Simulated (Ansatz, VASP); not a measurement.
**BeZn2Te3: VASP beside Ansatz**

```
Be Zn Te
1.0
     4.59629    0.00000    0.00000
     0.00000    4.59629    0.00000
     0.00000    0.00000    8.06182
Be Zn Te
1 2 3
Cartesian
  0.0000 0.0000 5.8903
  2.2981 2.2981 5.4018
  0.0000 0.0000 3.6569
  2.2981 0.0000 7.1933
  0.0000 2.2981 7.1933
  2.2981 2.2981 2.9116
```

Change from the starting cell: species swapped into the Zr2As3S type (P4mm, No. 99).

Alike in both runs: task relaxation of cell and atoms; functional PBE; k mesh 8 × 8 × 6; occupations gaussian, width 0.1 eV; no spin polarisation.

|  | VASP | Ansatz |
| --- | --- | --- |
| version | VASP 6.6.1 | Ansatz 0.2.0 |
| potentials or method | VASP PAW PBE potentials, release 64 (Be, Zn, Te), cutoff 600 eV | scalar-relativistic, plane waves, PAW |
| valence electrons in the cell | 44 | 74 |

```csv
,VASP,Ansatz,Ansatz less VASP
"gap on the k mesh at the Fermi level, each at its own relaxed structure (eV)",none,none,-
relaxed volume (Å³/atom),28.86,28.93,+0.070
relaxed length of the cell vector where the two differ most in proportion (Å),7.940,7.958,+0.0188
```

A gap of «none» marks a metal or a gap that the smearing closes. VASP's potentials hold 44 valence electrons a cell and Ansatz's 74, so a difference there can come from the potentials and not from the codes.

Neither program's run includes spin-orbit coupling.
